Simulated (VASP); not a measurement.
# Cr (Fm-3m) in VASP: a series of runs, part 2 of 2

VASP 6.6.1.

## (3) Relaxation of cell and atoms, PBE

This run uses another cell than the first one, of 11.93 Å³/atom.

INCAR

```
  PREC = Accurate
  ENCUT = 600
  EDIFF = 1E-6
  ISMEAR = 0
  SIGMA = 0.1
  LREAL = False
  LASPH = True
  NELM = 80
  ALGO = Normal
  ISIF = 3
  LWAVE = False
  LCHARG = False
  GGA = PE
  IBRION = 2
  NSW = 100
  EDIFFG = -0.01
```

KPOINTS

```
regular mesh
0
Gamma
  26 26 26
```

POSCAR

```
Cr
1.0
    0.0000000000      1.8138036700      1.8138036700
    1.8138036700      0.0000000000      1.8138036700
    1.8138036700      1.8138036700      0.0000000000
Cr
1
Direct
    0.0000000000      0.0000000000      0.0000000000
```

Potentials or basis: VASP PAW PBE potentials, release 64 (Cr_pv).

On the command line:

```console
$ cat potpaw_PBE.64/Cr_pv/POTCAR > POTCAR
$ mpirun -np 1 vasp_std > vasp.out
```

OUTCAR:

```text
PREC = Accurate
   ENCUT = 600
   EDIFF = 1E-6
   ISMEAR = 0
   LREAL = False
   LASPH = True
   NELM = 80
   ISIF = 3
   GGA = PE
   IBRION = 2
   NSW = 100
   EDIFFG = -0.01

 ion  position               nearest neighbor table
   1  0.000  0.000  0.000-

  LATTYP: Found a face centered cubic cell.
 ALAT       =     3.6276073400

  Lattice vectors:

 A1 = (   0.0000000000,   1.8138036700,   1.8138036700)
 A2 = (   1.8138036700,   0.0000000000,   1.8138036700)
 A3 = (   1.8138036700,   1.8138036700,   0.0000000000)

Analysis of symmetry for initial positions (statically):
=====================================================================
 Subroutine PRICEL returns:
 Original cell was already a primitive cell.

 Routine SETGRP: Setting up the symmetry group for a
 face centered cubic supercell.

 Subroutine GETGRP returns: Found 48 space group operations
 (whereof 48 operations were pure point group operations)
 out of a pool of 48 trial point group operations.

The static configuration has the point symmetry O_h .

Analysis of symmetry for dynamics (positions and initial velocities):
=====================================================================
 Subroutine PRICEL returns:
 Original cell was already a primitive cell.

 Routine SETGRP: Setting up the symmetry group for a
 face centered cubic supercell.

 Subroutine GETGRP returns: Found 48 space group operations
 (whereof 48 operations were pure point group operations)
 out of a pool of 48 trial point group operations.

The dynamic configuration has the point symmetry O_h .

 Subroutine INISYM returns: Found 48 space group operations
 (whereof 48 operations are pure point group operations),
 and found     1 'primitive' translations

----------------------------------------------------------------------------------------

                                     Primitive cell
[... 127 lines left out ...]

--------------------------------------- Ionic step        1  -------------------------------------------

 number of electron      12.0000009 magnetization

 Free energy of the ion-electron system (eV)
  ---------------------------------------------------
  ext. energy  EPLUGINS =         0.00000000
  ---------------------------------------------------
  free energy    TOTEN  =        -9.12661969 eV

  energy without entropy =       -9.11712112  energy(sigma->0) =       -9.12187040

------------------------ aborting loop because EDIFF is reached ----------------------------------------

  FORCE on cell =-STRESS in cart. coord.  units (eV):
  Direction    XX          YY          ZZ          XY          YZ          ZX
  --------------------------------------------------------------------------------------
  -------------------------------------------------------------------------------------
  Total       -0.1170030     -0.1170030     -0.1170030      0.0000000     -0.0000000      0.0000000
  in kB      -15.7074929    -15.7074929    -15.7074929      0.0000000     -0.0000000      0.0000000
  external PRESSURE =     -15.7074929 kB  Pullay stress =       0.0000000 kB
[... 57 lines left out ...]
--------------------------------------- Ionic step        3  -------------------------------------------

 number of electron      12.0000010 magnetization

 Free energy of the ion-electron system (eV)
  ---------------------------------------------------
  ext. energy  EPLUGINS =         0.00000000
  ---------------------------------------------------
  free energy    TOTEN  =        -9.12701072 eV

  energy without entropy =       -9.11762373  energy(sigma->0) =       -9.12231722

 E-fermi :  10.3542     XC(G=0): -13.5084

 val. band max:       10.3528884930   @ k =  -0.4231   0.3462   0.0000
 cond. band min:      10.3546032039   @ k =  -0.3462   0.1538   0.0000
 fundamental gap:      0.0017147109
 Fermi energy:        10.3542444845

 k-point     1 :       0.0000    0.0000    0.0000
  band No.  band energies     occupation
      1     -32.0054      2.00000
      2     -32.0054      2.00000
      3     -32.0054      2.00000
      4       2.8513      2.00000
      5       9.9313      2.00000
      6       9.9313      2.00000
      7       9.9313      2.00000
      8      11.6934      0.00000
      9      11.6934      0.00000
     10      17.8860      0.00000
[... 287 lines left out ...]
 k-point    24 :       0.3846    0.0385    0.0000
  band No.  band energies     occupation
      1     -32.7232      2.00000
      2     -32.1067      2.00000
      3     -32.0994      2.00000
      4       6.2829      2.00000
      5       9.8352      2.00000
      6       9.9716      2.00000
      7      10.0078      2.00000
      8      12.4965      0.00000
      9      12.6119      0.00000
     10      17.8830      0.00000

 [... further k-points ...]

------------------------ aborting loop because EDIFF is reached ----------------------------------------

  FORCE on cell =-STRESS in cart. coord.  units (eV):
  Direction    XX          YY          ZZ          XY          YZ          ZX
  --------------------------------------------------------------------------------------
  -------------------------------------------------------------------------------------
  Total        0.0070800      0.0070800      0.0070800      0.0000000      0.0000000      0.0000000
  in kB        0.9568473      0.9568473      0.9568473      0.0000000      0.0000000      0.0000000
  external PRESSURE =       0.9568473 kB  Pullay stress =       0.0000000 kB
[... 16 lines left out ...]
  FREE ENERGIE OF THE ION-ELECTRON SYSTEM (eV)
  ---------------------------------------------------
  free  energy   TOTEN  =        -9.1270107246 eV

  energy  without entropy=       -9.1176237250  energy(sigma->0) =       -9.12231722

 reached required accuracy - stopping structural energy minimisation
```

It took 2.7 min on 1 thread of Intel Xeon 8259CL, shared host; peak memory 0.2 GiB.

What came out:

```
Free energy                           : -9.1270 eV
Relaxed volume                        : 11.85 Å³/atom
Relaxed cell                          : a = 2.559 Å, b = 2.559 Å, c = 2.559 Å, α = 60.00°, β = 60.00°, γ = 60.00°
Space group after relaxing (to 0.1 Å) : Fm-3m (No. 225)
Energy gained by relaxing             : 0.4 meV/atom
Ionic steps                           : 3
Pressure after relaxing               : 0.1 GPa
Band gap on the k mesh                : zero (bands 6 and 7 overlap by 2.93 eV)
```

Step by step:
| step | energy change (eV) | largest force (eV/Å) | pressure (GPa) | volume (Å³) |
| --- | --- | --- | --- | --- |
| 1 | 0.0000 | 0.0000 | -1.57 | 11.93 |
| 2 | 0.0005 | 0.0000 | 2.50 | 11.73 |
| 3 | -0.0004 | 0.0000 | 0.10 | 11.85 |

Final structure:
```cif
data_structure
_symmetry_space_group_name_H-M 'P 1'
_symmetry_Int_Tables_number 1
_cell_length_a 2.5594
_cell_length_b 2.5594
_cell_length_c 2.5594
_cell_angle_alpha 60.000
_cell_angle_beta 60.000
_cell_angle_gamma 60.000
_cell_volume 11.85
loop_
_atom_site_label
_atom_site_type_symbol
_atom_site_fract_x
_atom_site_fract_y
_atom_site_fract_z
_atom_site_occupancy
Cr1 Cr 0.00000 0.00000 0.00000 1
```

Caveat: the run has no spin polarisation, though such a crystal can be magnetic. Spin polarisation is off, so any magnetic state and its effect on volume and gap are missing.
